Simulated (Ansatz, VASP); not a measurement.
Mg3Zr: VASP beside Ansatz

```
Mg Zr
1.0
     4.55764    0.00000    0.00000
     0.00000    4.55764    0.00000
     0.00000    0.00000    4.55764
Mg Zr
3 1
Direct
  0.50000 0.50000 0.00000
  0.50000 0.00000 0.50000
  0.00000 0.50000 0.50000
  0.00000 0.00000 0.00000
```

Alike in both runs: task single point; functional LDA; k mesh 5 × 5 × 5; occupations fermi-dirac, width 0.15 eV; no spin polarisation.

|  | VASP | Ansatz |
| --- | --- | --- |
| version | VASP 6.6.1 | Ansatz 0.2.0 |
| potentials or method | VASP PAW LDA potentials, release 64 (Mg, Zr_sv), cutoff 520 eV | plane waves, PAW |
| valence electrons in the cell | 18 | 42 |

```csv
,VASP,Ansatz,Ansatz less VASP
pressure (GPa),-6.2,-5.9,+0.30
```

LDA's correlation is that of Perdew and Zunger in VASP and of Perdew and Wang (1992) in Ansatz. VASP's potentials hold 18 valence electrons a cell and Ansatz's 42, so a difference there can come from the potentials and not from the codes. Ansatz's warnings: stress scf threshold loose.
